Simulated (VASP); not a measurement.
# BaTiO3 (Amm2) in VASP: a series of runs

BaTiO3 is run at these levels: PBEsol+U; tasks: single point.

All numbers are computed with VASP 6.6.1; they aren't measurements. Logs are shortened: lines on timing, memory, paths and dates and some standing lists are left out, and cuts for length are marked.

## Step 1: The cell of the first run

Symmetry: Amm2, No. 38, orthorhombic system. Conventional cell: a = 3.986 Å, b = 5.674 Å, c = 5.690 Å, α = 90.00°, β = 90.00°, γ = 90.00°. Ba (site symmetry mm2) has 12 O at 2.77 to 2.92 Å and 8 Ti at 3.42 to 3.53 Å within 3.7 Å. Ti (site symmetry mm2) has 6 O at 1.93 to 2.09 Å within 2.6 Å. Within 2.6 Å of O (site symmetry mm2) lie 2 Ti at 2.00 Å. O (site symmetry m) has 2 Ti at 1.93 to 2.09 Å within 2.6 Å.

## Step 2: Single point, PBEsol+U

Input file INCAR:

```
SYSTEM = BaTiO3
ALGO = Normal
EDIFF = 1E-6
ENCUT = 600
GGA = PS
GGA_COMPAT = .False.
ISIF = 2
ISMEAR = 0
LASPH = .True.
LCHARG = .True.
LDAU = .True.
LDAUJ = 0 0 0
LDAUL = -1 2 -1
LDAUPRINT = 1
LDAUTYPE = 2
LDAUU = 0 2 0
LELF = .True.
LMAXMIX = 4
LREAL = .False.
LVHAR = .True.
LWAVE = .False.
NBANDS = 28
NELM = 200
PREC = Accurate
SIGMA = 0.01
```

Input file KPOINTS:

```
k-points
0
Gamma
  6 6 6
  0 0 0
```

Input file POSCAR:

```
BaTiO3
1.0
    3.9855000000      0.0000000000      0.0000000000
    0.0000000000      2.8369000000     -2.8451500000
    0.0000000000      2.8369000000      2.8451500000
Ba Ti O
1 1 3
Direct
    0.0000000000      0.0000000000      0.0000000000
    0.5000000000      0.4876000000      0.5124000000
    0.0000000000      0.5126000000      0.4874000000
    0.5000000000      0.0081600000      0.5052400000
    0.5000000000      0.4947600000      0.9918400000
```

Potentials or basis: VASP PAW PBE potentials, release 64 (Ba_sv, Ti_sv, O).

Command:

```bash
> cat potpaw_PBE.64/Ba_sv/POTCAR potpaw_PBE.64/Ti_sv/POTCAR potpaw_PBE.64/O/POTCAR > POTCAR
> mpirun -np 1 vasp_std > vasp.out
```

OUTCAR:

```text
SYSTEM = BaTiO3
   EDIFF = 1E-6
   ENCUT = 600
   GGA = PS
   ISIF = 2
   ISMEAR = 0
   LASPH = .True.
   LREAL = .False.
   NELM = 200
   PREC = Accurate

 ion  position               nearest neighbor table
   1  0.000  0.000  0.000-   3 2.77   4 2.81   5 2.81   4 2.81   5 2.81   3 2.84   3 2.84   4 2.84
                             4 2.84   5 2.84   5 2.84   3 2.92   2 3.42   2 3.42   2 3.47   2 3.47
   2  0.500  0.488  0.512-   4 1.93   5 1.93   3 2.00   3 2.00   5 2.09   4 2.09   1 3.42   1 3.42
                             1 3.47   1 3.47   1 3.47   1 3.47   1 3.53   1 3.53
   3  0.000  0.513  0.487-   2 2.00   2 2.00   1 2.77   1 2.84   1 2.84   1 2.92
   4  0.500  0.008  0.505-   2 1.93   2 2.09   1 2.81   1 2.81   1 2.84   1 2.84
   5  0.500  0.495  0.992-   2 1.93   2 2.09   1 2.81   1 2.81   1 2.84   1 2.84

  LATTYP: Found a base centered orthorhombic cell.
 ALAT       =     5.6738000000
 B/A-ratio  =     1.0029081039
 C/A-ratio  =     0.7024392823

  Lattice vectors:

 A1 = (   0.0000000000,   2.8369000000,  -2.8451500000)
 A2 = (   0.0000000000,   2.8369000000,   2.8451500000)
 A3 = (   3.9855000000,   0.0000000000,   0.0000000000)

Analysis of symmetry for initial positions (statically):
=====================================================================
 Subroutine PRICEL returns:
 Original cell was already a primitive cell.

 Routine SETGRP: Setting up the symmetry group for a
 base centered orthorhombic supercell.

 Subroutine GETGRP returns: Found  4 space group operations
 (whereof  4 operations were pure point group operations)
 out of a pool of  8 trial point group operations.

The static configuration has the point symmetry C_2v.

Analysis of symmetry for dynamics (positions and initial velocities):
=====================================================================
 Subroutine PRICEL returns:
 Original cell was already a primitive cell.

 Routine SETGRP: Setting up the symmetry group for a
 base centered orthorhombic supercell.

 Subroutine GETGRP returns: Found  4 space group operations
 (whereof  4 operations were pure point group operations)
 out of a pool of  8 trial point group operations.

The dynamic configuration has the point symmetry C_2v.

 Subroutine INISYM returns: Found  4 space group operations
 (whereof  4 operations are pure point group operations),
 and found     1 'primitive' translations

----------------------------------------------------------------------------------------

                                     Primitive cell

  volume of cell :      64.3372

  direct lattice vectors                    reciprocal lattice vectors
     3.985500000  0.000000000  0.000000000     0.250909547  0.000000000  0.000000000
     0.000000000  2.836900000 -2.845150000     0.000000000  0.176248722 -0.175737659
     0.000000000  2.836900000  2.845150000     0.000000000  0.176248722  0.175737659

  length of vectors
     3.985500000  4.017820321  4.017820321     0.250909547  0.248892219  0.248892219

  position of ions in fractional coordinates (direct lattice)
     0.000000000  0.000000000  0.000000000
     0.500000000  0.487600000  0.512400000
     0.000000000  0.512600000  0.487400000
     0.500000000  0.008160000  0.505240000
     0.500000000  0.494760000  0.991840000

  ion indices of the primitive-cell ions
   primitive index   ion index
                 1           1
                 2           2
                 3           3
                 4           4
                 5           5

----------------------------------------------------------------------------------------
[... 59 lines left out ...]
   NGXF,Y,Z  is equivalent  to a cutoff of  26.70, 26.48, 26.48 a.u.
 SYSTEM =  BaTiO3
   PREC   = accura    normal or accurate (medium, high low for compatibility)
   ISTART =      0    job   : 0-new  1-cont  2-samecut
   ICHARG =      2    charge: 1-file 2-atom 10-const
   ISPIN  =      1    spin polarized calculation?
   LNONCOLLINEAR =      F non collinear calculations
   LSORBIT =      F    spin-orbit coupling
   LASPH  =      T    aspherical Exc in radial PAW
   ENCUT  =  600.0 eV  44.10 Ry    6.64 a.u.   7.96  8.02  8.02*2*pi/ulx,y,z
   NELM   =    200;   NELMIN=  2; NELMDL= -5     # of ELM steps
   EDIFF  = 0.1E-05   stopping-criterion for ELM
   LREAL  =      F    real-space projection
   EDIFFG = 0.1E-04   stopping-criterion for IOM
   NSW    =      0    number of steps for IOM
   IBRION =     -1    ionic relax: 0-MD 1-quasi-New 2-CG
   NFREE  =      0    steps in history (QN), initial steepest desc. (CG)
   ISIF   =      2    stress and relaxation
   ISYM   =      2    0-nonsym 1-usesym 2-fastsym
   POTIM  = 0.5000    time-step for ionic-motion
   TEBEG  =    0.0;   TEEND  =   0.0 temperature during run
   PSTRESS=    0.0 pullay stress
   NELECT =      40.0000    total number of electrons
   NUPDOWN=      -1.0000    fix difference up-down
   EMIN   =  10.00;   EMAX   =-10.00  energy-range for DOS
   EFERMI =   0.00;   METHOD = LEGACY
   ISMEAR =     0;   SIGMA  =   0.01  broadening in eV -4-tet -1-fermi 0-gaus
   EFERMI_NEDOS =   21; number of points for ismear=-14 and -15
   IALGO  =     38    algorithm
   IMIX   =      4    mixing-type and parameters
     AMIX     =   0.40;   BMIX     =  1.00
     AMIX_MAG =   1.60;   BMIX_MAG =  1.00
  volume/ion in A,a.u.               =      12.87        86.83
  Fermi-wavevector in a.u.,A,eV,Ry     =   1.397250  2.640420 26.562762  1.952308
  Thomas-Fermi vector in A             =   2.520525
   LORBIT       =      0    0 simple, 1 ext, 2 COOP (PROOUT), +10 PAW based schemes
 LDA+U is selected, type is set to LDAUTYPE =  2
   angular momentum for each species LDAUL =    -1    2   -1
   U (eV)           for each species LDAUU =   0.0  2.0  0.0
   J (eV)           for each species LDAUJ =   0.0  0.0  0.0
   GGA     = PS    functional components
   LHFCALC =     F    Hartree Fock is set to
   AEXX    =    0.0000 exact exchange contribution
   IVDW    =     0    specifies the selected vdW correction
   LEPSILON=     F    determine dielectric tensor
   LRPA    =     F    only Hartree local field effects (RPA)
 non-spin polarized calculation
 Gauss-broadening in eV      SIGMA  =   0.01
  energy-cutoff  :      600.00
  volume of cell :       64.34
 maximum number of plane-waves:      2176
 NGX is ok and might be reduce to    32
   NGX = 15   NGY = 17   NGZ = 17

atom =   2  type =  2  l = 2

 onsite density matrix

spin component  1

  0.1170  0.0000  0.0000  0.0000  0.0000
  0.0000  0.2453  0.0000  0.0000  0.0000
  0.0000  0.0000  0.1470  0.0000 -0.0533
  0.0000  0.0000  0.0000  0.1186  0.0000
  0.0000  0.0000 -0.0533  0.0000  0.2129

spin component  2

  0.1170  0.0000  0.0000  0.0000  0.0000
  0.0000  0.2453  0.0000  0.0000  0.0000
  0.0000  0.0000  0.1470  0.0000 -0.0533
  0.0000  0.0000  0.0000  0.1186  0.0000
  0.0000  0.0000 -0.0533  0.0000  0.2129

 occupancies and eigenvectors

  o =  0.1170  v =  1.0000  0.0000  0.0000  0.0000  0.0000  0.0000  0.0000  0.0000  0.0000  0.0000      0.0000  0.0000  0.0000  0.0000  0.0000  0.0000  0.0000  0.0000  0.0000  0.0000
  o =  0.1170  v =  0.0000  0.0000  0.0000  0.0000  0.0000  1.0000  0.0000  0.0000  0.0000  0.0000      0.0000  0.0000  0.0000  0.0000  0.0000  0.0000  0.0000  0.0000  0.0000  0.0000
  o =  0.1173  v =  0.0000  0.0000 -0.8733  0.0000 -0.4871  0.0000  0.0000  0.0000  0.0000  0.0000      0.0000  0.0000  0.0000  0.0000  0.0000  0.0000  0.0000  0.0000  0.0000  0.0000
  o =  0.1173  v =  0.0000  0.0000  0.0000  0.0000  0.0000  0.0000  0.0000 -0.8733  0.0000 -0.4871      0.0000  0.0000  0.0000  0.0000  0.0000  0.0000  0.0000  0.0000  0.0000  0.0000
  o =  0.1186  v =  0.0000  0.0000  0.0000  1.0000  0.0000  0.0000  0.0000  0.0000  0.0000  0.0000      0.0000  0.0000  0.0000  0.0000  0.0000  0.0000  0.0000  0.0000  0.0000  0.0000
  o =  0.1186  v =  0.0000  0.0000  0.0000  0.0000  0.0000  0.0000  0.0000  0.0000  1.0000  0.0000      0.0000  0.0000  0.0000  0.0000  0.0000  0.0000  0.0000  0.0000  0.0000  0.0000
  o =  0.2426  v =  0.0000  0.0000  0.0000  0.0000  0.0000  0.0000  0.0000 -0.4871  0.0000  0.8733      0.0000  0.0000  0.0000  0.0000  0.0000  0.0000  0.0000  0.0000  0.0000  0.0000
  o =  0.2426  v =  0.0000  0.0000 -0.4871  0.0000  0.8733  0.0000  0.0000  0.0000  0.0000  0.0000      0.0000  0.0000  0.0000  0.0000  0.0000  0.0000  0.0000  0.0000  0.0000  0.0000
  o =  0.2453  v =  0.0000  0.0000  0.0000  0.0000  0.0000  0.0000  1.0000  0.0000  0.0000  0.0000      0.0000  0.0000  0.0000  0.0000  0.0000  0.0000  0.0000  0.0000  0.0000  0.0000
  o =  0.2453  v =  0.0000  1.0000  0.0000  0.0000  0.0000  0.0000  0.0000  0.0000  0.0000  0.0000      0.0000  0.0000  0.0000  0.0000  0.0000  0.0000  0.0000  0.0000  0.0000  0.0000

 number of electron      39.9999992 magnetization

 Free energy of the ion-electron system (eV)
  ---------------------------------------------------
  ext. energy  EPLUGINS =         0.00000000
  ---------------------------------------------------
  free energy    TOTEN  =       -40.59492749 eV

  energy without entropy =      -40.59492749  energy(sigma->0) =      -40.59492749

 E-fermi :   3.8202     XC(G=0): -11.4982

 val. band max:        3.7303828469   @ k =   0.5000   0.5000   0.5000
 cond. band min:       5.7505050703   @ k =   0.0000   0.0000   0.0000
 fundamental gap:      2.0201222234
 Fermi energy:         3.8201985284

 k-point     1 :       0.0000    0.0000    0.0000
  band No.  band energies     occupation
      1     -53.1139      2.00000
      2     -29.4285      2.00000
      3     -29.4275      2.00000
      4     -29.4122      2.00000
      5     -21.0460      2.00000
      6     -13.1054      2.00000
[... 733 lines left out ...]
     27      11.8065      0.00000
     28      12.2744      0.00000

 [... further k-points ...]

------------------------ aborting loop because EDIFF is reached ----------------------------------------

  FORCE on cell =-STRESS in cart. coord.  units (eV):
  Direction    XX          YY          ZZ          XY          YZ          ZX
  --------------------------------------------------------------------------------------
  -------------------------------------------------------------------------------------
  Total       -0.2070971     -0.1384906     -0.4000641      0.0000000      0.0000000      0.0000000
  in kB       -5.1573036     -3.4488061     -9.9627259      0.0000000      0.0000000      0.0000000
  external PRESSURE =      -6.1896119 kB  Pullay stress =       0.0000000 kB

 VOLUME and BASIS-vectors are now :
 -----------------------------------------------------------------------------
  energy-cutoff  :      600.00
  volume of cell :       64.34
      direct lattice vectors                 reciprocal lattice vectors
     3.985500000  0.000000000  0.000000000     0.250909547  0.000000000  0.000000000
     0.000000000  2.836900000 -2.845150000     0.000000000  0.176248722 -0.175737659
     0.000000000  2.836900000  2.845150000     0.000000000  0.176248722  0.175737659

 POSITION                                       TOTAL-FORCE (eV/Angst)
 -----------------------------------------------------------------------------------
      0.00000      0.00000      0.00000         0.000000     -0.000000      0.161564
      1.99275      2.83690      0.07056         0.000000     -0.000000     -0.113550
      0.00000      2.83690     -0.07170         0.000000     -0.000000      0.227851
      1.99275      1.45646      1.41427         0.000000     -0.119520     -0.137933
      1.99275      4.21734      1.41427         0.000000      0.119520     -0.137933
 -----------------------------------------------------------------------------------
    total drift:                                0.000000      0.000000     -0.000396

  FREE ENERGIE OF THE ION-ELECTRON SYSTEM (eV)
  ---------------------------------------------------
  free  energy   TOTEN  =       -40.5949274931 eV

  energy  without entropy=      -40.5949274931  energy(sigma->0) =      -40.59492749
```

It took 52 s on 1 thread of Intel Xeon Platinum 8559C (Emerald Rapids), shared host; peak memory 0.26 GiB.

Results:

```yaml
Free_energy: -40.5949 eV
Pressure: -0.6 GPa
Largest_force: 0.228 eV/Å
Band_gap_on_the_k_mesh: 2.02 eV (least direct gap 2.24 eV)
```

Forces in eV/Å, atoms in the order of the input:
```
Ba   0.000  0.000  0.162
Ti   0.000  0.000 -0.114
O    0.000  0.000  0.228
O    0.000 -0.120 -0.138
O    0.000  0.120 -0.138
```

Stress tensor (GPa, compression positive):
```
-0.52  0.00  0.00
 0.00 -0.34  0.00
 0.00  0.00 -1.00
```

Eigenvalues of the final occupation matrices:
```tsv
site	spin	trace	eigenvalues
site 2 d	1	0.84	0.12 0.12 0.12 0.24 0.25
site 2 d	2	0.84	0.12 0.12 0.12 0.24 0.25
```

Caveat: the PAW data sets were made with another functional, which shifts forces and pressure a little; spin-orbit coupling is left out, which moves the levels of the heavy elements. A k mesh can miss the band edges.

## Step 3: Single point, PBEsol+U

Input file INCAR:

```
PREC = Accurate
ENCUT = 600
EDIFF = 1E-6
ISMEAR = 0
SIGMA = 0.01
LREAL = F
LASPH = T
NELM = 200
ALGO = Normal
ISIF = 2
LWAVE = F
LCHARG = F
LMAXMIX = 4
LDAU = T
LDAUTYPE = 2
LDAUL = -1 2 -1
LDAUU = 0 4 0
LDAUJ = 0 0 0
LDAUPRINT = 1
GGA = PS
NBANDS = 28
GGA_COMPAT = F
```

Input file KPOINTS:

```
Automatic mesh
0
Gamma
  6 6 6
```

POSCAR is that of step 2.

Potentials or basis: VASP PAW PBE potentials, release 64 (Ba_sv, Ti_sv, O).

Command:

```bash
> cat potpaw_PBE.64/Ba_sv/POTCAR potpaw_PBE.64/Ti_sv/POTCAR potpaw_PBE.64/O/POTCAR > POTCAR
> mpirun -np 1 vasp_std > vasp.out
```

Wall time 46 s (1 thread of Intel Xeon Platinum 8559C (Emerald Rapids), shared host); peak memory 0.26 GiB.

The run converged. Its results:

- Free energy: -39.2619 eV
- Pressure: 1.0 GPa
- Largest force: 0.416 eV/Å
- Band gap on the k mesh: 2.26 eV (least direct gap 2.50 eV)

Forces on the atoms (eV/Å):
```
Ba   0.000  0.000  0.169
Ti   0.000  0.000 -0.416
O    0.000  0.000  0.235
O    0.000 -0.253  0.006
O    0.000  0.253  0.006
```

Stress tensor (GPa, compression positive):
```
1.14 0.00 0.00
0.00 1.34 0.00
0.00 0.00 0.66
```

Levels at points of the mesh, in eV from the valence-band top:
```csv
k point,band 18,band 19,band 20,band 21,band 22,band 23
"(0.00, 0.00, 0.00)",-0.35,-0.28,-0.24,2.26,2.31,2.44
"(0.50, 0.00, 0.00)",-1.71,-0.89,-0.85,2.49,3.93,4.02
"(0.00, 0.50, 0.00)",-1.67,-0.88,-0.82,2.53,3.96,3.99
"(0.50, 0.50, 0.00)",-0.91,-0.90,-0.09,3.99,4.00,4.39
"(0.00, 0.50, 0.50)",-0.94,-0.90,-0.14,3.98,4.03,4.39
"(0.50, 0.50, 0.50)",-0.05,-0.01,0.00,4.60,4.65,4.66
```

Eigenvalues of the final occupation matrices:
```
    site  spin  trace               eigenvalues
site 2 d     1   0.80  0.11 0.11 0.11 0.24 0.24
site 2 d     2   0.80  0.11 0.11 0.11 0.24 0.24
```

Caveat: the PAW data sets were made with another functional, which shifts forces and pressure a little; spin-orbit coupling is left out, which moves the levels of the heavy elements. A k mesh can miss the band edges.

## Step 4: Single point, PBEsol+U

Input file INCAR:

```
SYSTEM = BaTiO3
PREC = Accurate
ENCUT = 600
EDIFF = 1E-6
ISMEAR = 0
SIGMA = 0.01
LREAL = .False.
LASPH = .True.
NELM = 200
ALGO = Normal
ISIF = 2
LWAVE = .False.
LCHARG = .False.
LMAXMIX = 4
LDAU = .True.
LDAUTYPE = 2
LDAUL = -1 2 -1
LDAUU = 0 6 0
LDAUJ = 0 0 0
LDAUPRINT = 1
GGA = PS
NBANDS = 28
GGA_COMPAT = .False.
```

Input file KPOINTS:

```
regular mesh
0
Gamma
  6 6 6
  0 0 0
```

POSCAR is that of step 3.

Command:

```bash
> cat potpaw_PBE.64/Ba_sv/POTCAR potpaw_PBE.64/Ti_sv/POTCAR potpaw_PBE.64/O/POTCAR > POTCAR
> mpirun -np 1 vasp_std > vasp.out
```

Run time: 53 s. Hardware: 1 thread of Intel Xeon Platinum 8559C (Emerald Rapids), shared host; peak memory 0.26 GiB.

It converged, with:

```
Free energy            : -37.9844 eV
Pressure               : 2.7 GPa
Largest force          : 0.720 eV/Å
Band gap on the k mesh : 2.52 eV (least direct gap 2.78 eV)
```

Forces in eV/Å, atoms in the order of the input:
```
Ba   0.000  0.000  0.176
Ti   0.000  0.000 -0.720
O    0.000  0.000  0.240
O    0.000 -0.389  0.152
O    0.000  0.389  0.152
```

Stress tensor (GPa, compression positive):
```
2.82 0.00 0.00
0.00 3.05 0.00
0.00 0.00 2.34
```

Levels at points of the mesh, in eV from the valence-band top:
```csv
k point,band 16,band 17,band 18,band 19,band 20,band 21,band 22,band 23,band 24,band 25
"(0.00, 0.00, 0.00)",-1.17,-1.13,-0.35,-0.30,-0.26,2.52,2.56,2.68,4.10,4.16
"(0.50, 0.00, 0.00)",-2.04,-1.73,-1.68,-0.92,-0.88,2.76,4.08,4.18,4.27,5.82
"(0.00, 0.50, 0.00)",-2.01,-1.74,-1.64,-0.90,-0.85,2.80,4.14,4.21,4.24,5.94
"(0.50, 0.50, 0.00)",-2.62,-1.97,-0.92,-0.91,-0.09,4.24,4.26,4.66,4.77,7.64
"(0.00, 0.50, 0.50)",-2.62,-1.91,-0.95,-0.91,-0.14,4.23,4.28,4.65,4.91,7.66
"(0.50, 0.50, 0.50)",-2.29,-2.27,-0.05,-0.01,0.00,4.85,4.91,4.92,6.42,6.47
```

Eigenvalues of the final occupation matrices:
```
    site  spin  trace               eigenvalues
site 2 d     1   0.76  0.10 0.10 0.10 0.23 0.24
site 2 d     2   0.76  0.10 0.10 0.10 0.23 0.24
```

Caveat: the PAW data sets were made with another functional, which shifts forces and pressure a little; spin-orbit coupling is left out, which moves the levels of the heavy elements.

## Step 5: The runs side by side

```csv
U,gap on the mesh (eV),pressure (GPa),largest force (eV/Å)
Ti d U = 2.0 eV,2.02,-0.6,0.23
Ti d U = 4.0 eV,2.26,1.0,0.42
Ti d U = 6.0 eV,2.52,2.7,0.72
```

Alike in all rows: task single point; level PBEsol+U; potentials or basis VASP PAW PBE potentials, release 64 (Ba_sv, Ti_sv, O); no spin polarisation; cell as given; k mesh 6 × 6 × 6; cutoff (eV) 600; smearing gaussian 0.01 eV.

Caveats: the PAW data sets were made with another functional, which shifts forces and pressure a little; spin-orbit coupling is left out, which moves the levels of the heavy elements.

Total energies depend on the potentials used, so only differences within one code and one set of settings carry meaning.
